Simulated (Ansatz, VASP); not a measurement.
One calculation of AlN, two programs

```
CELL_PARAMETERS angstrom
0.00000 1.99778 1.97800
1.99778 0.00000 1.97800
1.99778 1.99778 0.00000
ATOMIC_POSITIONS crystal
Al 0.00000 0.00000 0.00000
N 0.50000 0.50000 0.50000
```

Change from the starting cell: equal xx and yy strain of +1 %, crystal datasets.

Alike in both runs: task electric field gradients; functional PBE; k mesh 10 × 10 × 10; occupations fermi-dirac, width 0.02 eV; no spin polarisation.

|  | VASP | Ansatz |
| --- | --- | --- |
| version | VASP 6.6.1 | Ansatz 0.2.0 |
| potentials or method | VASP PAW PBE potentials, release 64 (Al, N), cutoff 520 eV | all-electron PAW with datasets made for the crystal, scalar-relativistic |

```tsv
	VASP	Ansatz	Ansatz less VASP
gap on the k mesh at the Fermi level (eV)	4.97	4.98	+0.014
pressure (GPa)	18.6	18.9	+0.30
traceless stress, the component that is largest in VASP (GPa)	2.53	2.53	+0.008
size of Vzz on the site where it differs most (V/Å²)	1.3	1.2	-0.13
```

Ansatz ran all-electron here, and VASP with PAW potentials.
